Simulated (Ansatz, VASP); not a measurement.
# One calculation of Na, two programs

Contents of INCAR:

```
  ALGO = Fast
  EDIFF = 1E-6
  ENCUT = 520
  GGA = PE
  ISIF = 2
  ISMEAR = -1
  LASPH = T
  LCHARG = T
  LELF = T
  LREAL = F
  LVHAR = T
  LWAVE = F
  NBANDS = 18
  NELM = 80
  PREC = Accurate
  SIGMA = 0.05
```

The input KPOINTS:

```
k-points
0
Gamma
  8 8 3
```

Contents of POSCAR:

```
Na
1.0
    3.2178225428     -1.8688474343      0.0000000000
    3.2178225428      1.8688474343      0.0000000000
   -2.1888525982      0.0000000000      9.4268718490
Na
3
Direct
    0.7775850000      0.7775850000      0.3333240000
    0.2224150000      0.2224150000      0.6666760000
    0.0000000000      0.0000000000      0.0000000000
```

The input input.yaml:

```yaml
crystal:
  lattice:
    - [3.2178225428, -1.8688474343, 0.0]
    - [3.2178225428, 1.8688474343, 0.0]
    - [-2.1888525982, 0.0, 9.426871849]
  atoms:
    - { symbol: Na, position: [0.777585, 0.777585, 0.333324] }
    - { symbol: Na, position: [0.222415, 0.222415, 0.666676] }
    - { symbol: Na, position: [0.0, 0.0, 0.0] }
hamiltonian:
  xc: pbe
  pseudopotentials: { kind: paw }
kpoints:
  mp_grid: { grid: [8, 8, 3] }
scf:
  occupations: { method: fermi_dirac, width: 0.05 }
output:
  forces: true
  stress: true
  eigenvalues: true
```

Alike in both runs: task single point; functional PBE; k mesh 8 × 8 × 3; occupations fermi-dirac, width 0.05 eV; no spin polarisation.

|  | VASP | Ansatz |
| --- | --- | --- |
| version | VASP 6.6.1 | Ansatz 0.2.0 |
| potentials or method | VASP PAW PBE potentials, release 64 (Na_pv) | Ansatz PAW |
| plane-wave cutoff (eV) | 520 | 420 |
| valence electrons in the cell | 21 | 27 |

Ansatz gave:

| Property | Result |
| --- | --- |
| gap on the k mesh at the Fermi level (eV) | none |
| pressure (GPa) | -0.1 |
| traceless stress, the component that is largest in VASP (GPa) | -0.35 |

What did VASP give for the same quantities?

gap on the k mesh at the Fermi level (eV): none; pressure (GPa): -0.1; traceless stress, the component that is largest in VASP (GPa): -0.36.

A gap of «none» marks a metal or a gap that the smearing closes. The functional is the same, so the differences come from potentials, cutoffs and numerics. VASP's potentials hold 21 valence electrons a cell and Ansatz's 27, so a difference there can come from the potentials and not from the codes.
